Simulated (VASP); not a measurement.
# TaN (P-62m) in VASP: notebook

Aim: see how the results for TaN move with the level of theory and the settings. Levels: LDA, PBEsol. Tasks: single point.

Program: VASP 6.6.1. These are calculated values, not measurements. Logs are shortened: lines on timing, memory, paths and dates and some standing lists are left out, and cuts for length are marked.

## (1) The cell of the first run

It takes space group P-62m (No. 189, hexagonal). The conventional cell has a = 5.196 Å, b = 5.196 Å, c = 2.911 Å, α = 90.00°, β = 90.00°, γ = 120.00°. Ta (site symmetry -6) has 6 N at 2.16 Å and 5 Ta at 2.91 to 3.00 Å within 3.0 Å. Ta (site symmetry -62m) has 3 N at 2.04 Å within 2.7 Å. Within 3.0 Å of N (site symmetry m2m) lie 5 Ta at 2.04 to 2.16 Å and 6 N at 2.77 to 2.91 Å.

## (2) Single point, LDA

File POSCAR:

```
TaN
1.0
    5.1960001500      0.0000000000      0.0000000000
   -2.5980000800      4.4998681300      0.0000000000
    0.0000000000      0.0000000000      2.9109996000
Ta N
3 3
Direct
    0.3333333333      0.6666666667      0.5000000000
    0.6666666667      0.3333333333      0.5000000000
    0.0000000000      0.0000000000      0.0000000000
    0.3928500000      0.0000000000      0.0000000000
    0.6071500000      0.6071500000      0.0000000000
    0.0000000000      0.3928500000      0.0000000000
```

File INCAR.step1:

```
SYSTEM = TaN
PREC = Accurate ; ENCUT = 520
EDIFF = 1E-6 ; ISMEAR = -1
SIGMA = 0.05 ; LREAL = .FALSE.
LASPH = .TRUE. ; NELM = 60
ALGO = Normal ; ISIF = 2
LWAVE = .FALSE. ; LCHARG = .TRUE.
LMAXMIX = 4 ; GGA = CA
NBANDS = 33
```

File KPOINTS.step1:

```
regular mesh
0
G
  6 6 9
  0 0 0
```

File INCAR.step2:

```
SYSTEM = TaN
PREC = Accurate ; ENCUT = 520
EDIFF = 1E-6 ; ISMEAR = -5
SIGMA = 0.05 ; LREAL = .FALSE.
LASPH = .TRUE. ; NELM = 60
ALGO = Normal ; ISIF = 2
LWAVE = .FALSE. ; LCHARG = .FALSE.
LMAXMIX = 4 ; GGA = CA
LORBIT = 11 ; NEDOS = 2001
ICHARG = 11
```

File KPOINTS.step2:

```
regular mesh
0
G
  9 9 14
  0 0 0
```

Potentials or basis: VASP PAW LDA potentials, release 64 (Ta_pv, N).

Started as:

```bash
$ cat potpaw_LDA.64/Ta_pv/POTCAR potpaw_LDA.64/N/POTCAR > POTCAR
$ cp INCAR.step1 INCAR
$ cp KPOINTS.step1 KPOINTS
$ mpirun -np 1 vasp_std > vasp.out
$ cp INCAR.step2 INCAR
$ cp KPOINTS.step2 KPOINTS
$ mpirun -np 1 vasp_std > vasp.out
```

OUTCAR:

```text
SYSTEM = TaN
   PREC = Accurate
   ENCUT = 520
   EDIFF = 1E-6
   ISMEAR = -5
   LREAL = .FALSE.
   LASPH = .TRUE.
   NELM = 60
   ISIF = 2
   GGA = CA
   LORBIT = 11
   ICHARG = 11

 ion  position               nearest neighbor table
   1  0.333  0.667  0.500-   6 2.16   6 2.16   5 2.16   5 2.16   4 2.16   4 2.16   2 3.00   2 3.00
                             2 3.00   3 3.33   3 3.33   3 3.33   3 3.33   3 3.33   3 3.33
   2  0.667  0.333  0.500-   6 2.16   6 2.16   4 2.16   4 2.16   5 2.16   5 2.16   1 3.00   1 3.00
                             1 3.00   3 3.33   3 3.33   3 3.33   3 3.33   3 3.33   3 3.33
   3  0.000  0.000  0.000-   5 2.04   4 2.04   6 2.04   2 3.33   2 3.33   1 3.33   1 3.33   1 3.33
                             2 3.33   2 3.33   1 3.33   2 3.33   2 3.33   1 3.33   1 3.33
   4  0.393  0.000  0.000-   3 2.04   2 2.16   2 2.16   1 2.16   1 2.16
   5  0.607  0.607  0.000-   3 2.04   1 2.16   1 2.16   2 2.16   2 2.16
   6  0.000  0.393  0.000-   3 2.04   2 2.16   2 2.16   1 2.16   1 2.16

  LATTYP: Found a hexagonal cell.
 ALAT       =     5.1960001500
 C/A-ratio  =     0.5602385520

  Lattice vectors:

 A1 = (   5.1960001500,   0.0000000000,   0.0000000000)
 A2 = (  -2.5980000800,   4.4998681300,   0.0000000000)
 A3 = (   0.0000000000,   0.0000000000,   2.9109996000)

Analysis of symmetry for initial positions (statically):
=====================================================================
 Subroutine PRICEL returns:
 Original cell was already a primitive cell.

 Routine SETGRP: Setting up the symmetry group for a
 hexagonal supercell.

 Subroutine GETGRP returns: Found 12 space group operations
 (whereof 12 operations were pure point group operations)
 out of a pool of 24 trial point group operations.

The static configuration has the point symmetry D_3h.

Analysis of symmetry for dynamics (positions and initial velocities):
=====================================================================
 Subroutine PRICEL returns:
 Original cell was already a primitive cell.

 Routine SETGRP: Setting up the symmetry group for a
 hexagonal supercell.

 Subroutine GETGRP returns: Found 12 space group operations
 (whereof 12 operations were pure point group operations)
 out of a pool of 24 trial point group operations.

The dynamic configuration has the point symmetry D_3h.

 Subroutine INISYM returns: Found 12 space group operations
 (whereof 12 operations are pure point group operations),
 and found     1 'primitive' translations

----------------------------------------------------------------------------------------

                                     Primitive cell

  volume of cell :      68.0630

  direct lattice vectors                    reciprocal lattice vectors
     5.196000150  0.000000000  0.000000000     0.192455730  0.111114367  0.000000000
    -2.598000080  4.499868130  0.000000000     0.000000000  0.222228735  0.000000000
     0.000000000  0.000000000  2.910999600     0.000000000  0.000000000  0.343524609

  length of vectors
     5.196000150  5.196000154  2.910999600     0.222228735  0.222228735  0.343524609

  position of ions in fractional coordinates (direct lattice)
     0.333333333  0.666666667  0.500000000
     0.666666667  0.333333333  0.500000000
     0.000000000  0.000000000  0.000000000
     0.392850000  0.000000000  0.000000000
     0.607150000  0.607150000  0.000000000
     1.000000000  0.392850000  0.000000000

  ion indices of the primitive-cell ions
   primitive index   ion index
                 1           1
                 2           2
                 3           3
                 4           4
                 5           5
                 6           6

----------------------------------------------------------------------------------------

 KPOINTS: regular mesh

Automatic generation of k-mesh.
 Grid dimensions read from file:
 generate k-points for:    9    9   14

 Generating k-lattice:

  Cartesian coordinates                     Fractional coordinates (reciprocal lattice)
     0.021383970  0.012346041  0.000000000     0.111111111 -0.000000000  0.000000000
     0.000000000  0.024692082  0.000000000     0.000000000  0.111111111  0.000000000
     0.000000000  0.000000000  0.024537472     0.000000000  0.000000000  0.071428571

  Length of vectors
     0.024692082  0.024692082  0.024537472

  Shift w.r.t. Gamma in fractional coordinates (k-lattice)
     0.000000000  0.000000000  0.000000000

 TETIRR: Found   1148 inequivalent tetrahedra from     6804

 Subroutine IBZKPT returns following result:
 ===========================================

 Found     96 irreducible k-points:

 Following reciprocal coordinates:
            Coordinates               Weight
  0.000000  0.000000  0.000000      1.000000
  0.111111  0.000000  0.000000      6.000000
  0.222222  0.000000  0.000000      6.000000
  0.333333  0.000000  0.000000      6.000000
  0.444444  0.000000  0.000000      6.000000
  0.111111  0.111111  0.000000      6.000000
[... 16 lines left out ...]
  0.333333  0.222222  0.071429     24.000000
  0.333333  0.333333  0.071429      4.000000
 [... further k-points ...]
   k-points           NKPTS =     96   k-points in BZ     NKDIM =     96   number of bands    NBANDS=     28
   number of dos      NEDOS =   2001   number of ions     NIONS =      6
   total plane-waves  NPLWV =  38400
   dimension x,y,z NGX =    40 NGY =   40 NGZ =   24
   dimension x,y,z NGXF=    80 NGYF=   80 NGZF=   48
   ions per type =               3   3
   NGX,Y,Z   is equivalent  to a cutoff of  12.80, 12.80, 13.71 a.u.
   NGXF,Y,Z  is equivalent  to a cutoff of  25.60, 25.60, 27.41 a.u.
 SYSTEM =  TaN
   PREC   = accura    normal or accurate (medium, high low for compatibility)
   ISTART =      0    job   : 0-new  1-cont  2-samecut
   ICHARG =     11    charge: 1-file 2-atom 10-const
   ISPIN  =      1    spin polarized calculation?
   LNONCOLLINEAR =      F non collinear calculations
   LSORBIT =      F    spin-orbit coupling
   LASPH  =      T    aspherical Exc in radial PAW
   ENCUT  =  520.0 eV  38.22 Ry    6.18 a.u.   9.66  9.66  5.41*2*pi/ulx,y,z
   NELM   =     60;   NELMIN=  2; NELMDL=  0     # of ELM steps
   EDIFF  = 0.1E-05   stopping-criterion for ELM
   LREAL  =      F    real-space projection
   EDIFFG = 0.1E-04   stopping-criterion for IOM
   NSW    =      0    number of steps for IOM
   IBRION =     -1    ionic relax: 0-MD 1-quasi-New 2-CG
   NFREE  =      0    steps in history (QN), initial steepest desc. (CG)
   ISIF   =      2    stress and relaxation
   ISYM   =      2    0-nonsym 1-usesym 2-fastsym
   POTIM  = 0.5000    time-step for ionic-motion
   TEBEG  =    0.0;   TEEND  =   0.0 temperature during run
   PSTRESS=    0.0 pullay stress
   NELECT =      48.0000    total number of electrons
   NUPDOWN=      -1.0000    fix difference up-down
   EMIN   =  10.00;   EMAX   =-10.00  energy-range for DOS
   EFERMI =   0.00;   METHOD = LEGACY
   ISMEAR =    -5;   SIGMA  =   0.05  broadening in eV -4-tet -1-fermi 0-gaus
   EFERMI_NEDOS =   21; number of points for ismear=-14 and -15
   IALGO  =     38    algorithm
   IMIX   =      4    mixing-type and parameters
     AMIX     =   0.40;   BMIX     =  1.00
     AMIX_MAG =   1.60;   BMIX_MAG =  1.00
  volume/ion in A,a.u.               =      11.34        76.55
  Fermi-wavevector in a.u.,A,eV,Ry     =   1.457197  2.753703 28.890918  2.123423
  Thomas-Fermi vector in A             =   2.574026
   LORBIT       =     11    0 simple, 1 ext, 2 COOP (PROOUT), +10 PAW based schemes
   GGA     = CA    functional components
   LHFCALC =     F    Hartree Fock is set to
   AEXX    =    0.0000 exact exchange contribution
   IVDW    =     0    specifies the selected vdW correction
   LEPSILON=     F    determine dielectric tensor
   LRPA    =     F    only Hartree local field effects (RPA)
 non-spin polarized calculation
 Fermi weights with tetrahedron method with Bloechl corrections
  energy-cutoff  :      520.00
  volume of cell :       68.06
 maximum number of plane-waves:      1858
 NGX is ok and might be reduce to    40

 number of electron      48.0000002 magnetization

 Free energy of the ion-electron system (eV)
  ---------------------------------------------------
  ext. energy  EPLUGINS =         0.00000000
  ---------------------------------------------------
  free energy    TOTEN  =       -74.10264730 eV

  energy without entropy =      -74.10264730  energy(sigma->0) =      -74.10264730

 E-fermi :   8.2369     XC(G=0): -13.2425

 val. band max:        8.2500668562   @ k =   0.2222   0.0000   0.3571
 cond. band min:       8.1841999679   @ k =   0.1111   0.1111   0.2143
 fundamental gap:     -0.0658668883
 Fermi energy:         8.2369197371

 k-point     1 :       0.0000    0.0000    0.0000
  band No.  band energies     occupation
      1     -27.8455      2.00000
      2     -27.8455      2.00000
      3     -27.4900      2.00000
      4     -27.4900      2.00000
      5     -27.3176      2.00000
      6     -27.2075      2.00000
[... 20 lines left out ...]
     27       8.7166      0.00000
     28      10.0125      0.00000

 k-point     2 :       0.1111    0.0000    0.0000
  band No.  band energies     occupation
      1     -27.8569      2.00000
      2     -27.8433      2.00000
      3     -27.4786      2.00000
      4     -27.4752      2.00000
      5     -27.3145      2.00000
      6     -27.2103      2.00000
[... 20 lines left out ...]
     27       8.8706      0.00000
     28       9.4515      0.00000

 k-point     3 :       0.2222    0.0000    0.0000
  band No.  band energies     occupation
      1     -27.8826      2.00000
      2     -27.8288      2.00000
      3     -27.4656      2.00000
      4     -27.4403      2.00000
      5     -27.3056      2.00000
      6     -27.2185      2.00000
[... 616 lines left out ...]
      3     -27.5968      2.00000
      4     -27.3612      2.00000
      5     -27.3213      2.00000
      6     -27.2932      2.00000
[... 20 lines left out ...]
     27      10.0017      0.00000
     28      10.2764      0.00000

 k-point    24 :       0.3333    0.3333    0.0714
  band No.  band energies     occupation
      1     -27.8832      2.00000
      2     -27.6732      2.00000
      3     -27.6732      2.00000
      4     -27.3549      2.00000
      5     -27.3072      2.00000
      6     -27.3072      2.00000
[... 20 lines left out ...]
     27       9.8285      0.00000
     28      10.0218      0.00000

 [... further k-points ...]
[... 5 lines left out ...]
  --------------------------------------------------------------------------------------
  -------------------------------------------------------------------------------------
  Total       -3.2041590     -3.2041590     -4.2191346      0.0000000      0.0000000      0.0000000
  in kB      -75.4246934    -75.4246934    -99.3168371      0.0000001      0.0000000      0.0000000
  external PRESSURE =     -83.3887413 kB  Pullay stress =       0.0000000 kB

 VOLUME and BASIS-vectors are now :
 -----------------------------------------------------------------------------
  energy-cutoff  :      520.00
  volume of cell :       68.06
      direct lattice vectors                 reciprocal lattice vectors
     5.196000150  0.000000000  0.000000000     0.192455730  0.111114367  0.000000000
    -2.598000080  4.499868130  0.000000000     0.000000000  0.222228735  0.000000000
     0.000000000  0.000000000  2.910999600     0.000000000  0.000000000  0.343524609

 POSITION                                       TOTAL-FORCE (eV/Angst)
 -----------------------------------------------------------------------------------
     -0.00000      2.99991      1.45550         0.000000      0.000000      0.000000
      2.59800      1.49996      1.45550         0.000000      0.000000      0.000000
      0.00000      0.00000      0.00000         0.000000      0.000000      0.000000
      2.04125      0.00000      0.00000        -0.026558      0.000000     -0.000000
      1.57738      2.73209      0.00000         0.013279      0.023000     -0.000000
     -1.02062      1.76777      0.00000         0.013279     -0.023000      0.000000
 -----------------------------------------------------------------------------------
    total drift:                               -0.000002     -0.000003      0.000000

  FREE ENERGIE OF THE ION-ELECTRON SYSTEM (eV)
  ---------------------------------------------------
  free  energy   TOTEN  =       -74.1026473033 eV

  energy  without entropy=      -74.1026473033  energy(sigma->0) =      -74.10264730

 total charge

# of ion       s       p       d       tot
------------------------------------------
    1        0.295   6.264   2.412   8.971
    2        0.295   6.264   2.412   8.971
    3        0.336   6.220   2.443   8.999
    4        1.225   2.536   0.000   3.761
    5        1.225   2.536   0.000   3.761
    6        1.225   2.536   0.000   3.761
--------------------------------------------------
tot          4.601  26.358   7.267  38.225
```

Run time: 3.2 min. Hardware: 1 thread of AMD EPYC 7R43 (Zen 3), shared host; peak memory 0.23 GiB.

Results:

```yaml
Valence_electrons_inside_the_program's_atomic_spheres: Ta 8.97, 9.00 (each value once); N 3.76
```

Levels at points of the mesh, in eV from the Fermi level:
| k point | band 22 | band 23 | band 24 | band 25 | band 26 | band 27 |
| --- | --- | --- | --- | --- | --- | --- |
| (0.00, 0.00, 0.00) | -3.34 | -1.96 | -0.97 | -0.97 | 0.48 | 0.48 |
| (0.00, 0.00, 0.50) | -2.90 | -2.90 | 1.83 | 1.83 | 1.96 | 2.14 |

Caveat: spin-orbit coupling is left out, which moves the levels of the heavy elements.

## (3) Single point, PBEsol

POSCAR is that of step 2.

File INCAR.step1:

```
  ALGO = Normal
  EDIFF = 1E-6
  ENCUT = 520
  GGA = PS
  ISIF = 2
  ISMEAR = -1
  LASPH = True
  LCHARG = True
  LMAXMIX = 4
  LREAL = False
  LWAVE = False
  NBANDS = 33
  NELM = 60
  PREC = Accurate
  SIGMA = 0.05
```

File KPOINTS.step1:

```
k-points
0
Gamma
  6 6 9
```

File INCAR.step2:

```
  ALGO = Normal
  EDIFF = 1E-6
  ENCUT = 520
  GGA = PS
  ICHARG = 11
  ISIF = 2
  ISMEAR = -5
  LASPH = True
  LCHARG = False
  LMAXMIX = 4
  LORBIT = 10
  LREAL = False
  LWAVE = False
  NBANDS = 33
  NEDOS = 2001
  NELM = 60
  PREC = Accurate
  SIGMA = 0.05
```

File KPOINTS.step2:

```
k-points
0
Gamma
  9 9 14
```

Potentials or basis: VASP PAW PBE potentials, release 64 (Ta_pv, N).

Started as:

```bash
$ cat potpaw_PBE.64/Ta_pv/POTCAR potpaw_PBE.64/N/POTCAR > POTCAR
$ cp INCAR.step1 INCAR
$ cp KPOINTS.step1 KPOINTS
$ mpirun -np 1 vasp_std > vasp.out
$ cp INCAR.step2 INCAR
$ cp KPOINTS.step2 KPOINTS
$ mpirun -np 1 vasp_std > vasp.out
```

Wall time 4.1 min (1 thread of AMD EPYC 7R43 (Zen 3), shared host); peak memory 0.27 GiB.

Results (log left out):

| Property | Result |
| --- | --- |
| Valence electrons inside the program's atomic spheres | Ta 8.96, 8.98 (each value once); N 3.78 |

Levels at points of the mesh, in eV from the Fermi level:
| k point | band 21 | band 22 | band 23 | band 24 | band 25 | band 26 | band 27 | band 28 |
| --- | --- | --- | --- | --- | --- | --- | --- | --- |
| (0.00, 0.00, 0.00) | -4.29 | -3.37 | -1.97 | -0.96 | -0.96 | 0.51 | 0.51 | 1.78 |
| (0.00, 0.00, 0.50) | -4.38 | -2.92 | -2.92 | 1.87 | 1.87 | 1.96 | 2.14 | 2.14 |

Caveat: the PAW data sets were made with another functional, which shifts forces and pressure a little; spin-orbit coupling is left out, which moves the levels of the heavy elements.
